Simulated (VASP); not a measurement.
A run of VASP 6.6.1 is set up as follows.

File POSCAR:

```
Sn
1.0
    0.0000000000      3.2859023567      3.2859023567
    3.2859023567      0.0000000000      3.2859023567
    3.2859023567      3.2859023567      0.0000000000
Sn
2
Direct
    0.7500000000      0.7500000000      0.7500000000
    0.5000000000      0.5000000000      0.5000000000
```

The input INCAR.step1:

```
  ALGO = Normal
  EDIFF = 1E-5
  ENCUT = 520
  GGA = PE
  ISIF = 2
  ISMEAR = -1
  LASPH = True
  LCHARG = False
  LREAL = False
  LWAVE = True
  NBANDS = 21
  NELM = 60
  PREC = Accurate
  SIGMA = 0.05
```

INCAR.step2

```
  AEXX = 0.25
  ALGO = Normal
  EDIFF = 1E-6
  ENCUT = 520
  GGA = PE
  ISIF = 2
  ISMEAR = -1
  ISTART = 1
  LASPH = True
  LCHARG = False
  LHFCALC = True
  LREAL = False
  LWAVE = False
  NBANDS = 21
  NELM = 60
  PREC = Accurate
  PRECFOCK = Normal
  SIGMA = 0.05
```

File KPOINTS:

```
k-points
0
Gamma
  4 4 4
```

Potentials or basis: VASP PAW PBE potentials, release 64 (Sn_d).

The run is started by

```sh
$ cat potpaw_PBE.64/Sn_d/POTCAR > POTCAR
$ cp INCAR.step1 INCAR
$ mpirun -np 1 vasp_std > vasp.out
$ cp INCAR.step2 INCAR
$ mpirun -np 1 vasp_std > vasp.out
```

Question: Predict the band gap on the k mesh.

Answer: Zero (filled and empty bands touch).

Question: What does it give for the pressure?

Answer: -0.1 GPa.

Caveat: the k points lie up to 0.41 Å⁻¹ apart; the PAW data sets were made with another functional, which shifts forces and pressure a little; spin-orbit coupling is left out, which moves the levels of the heavy elements.
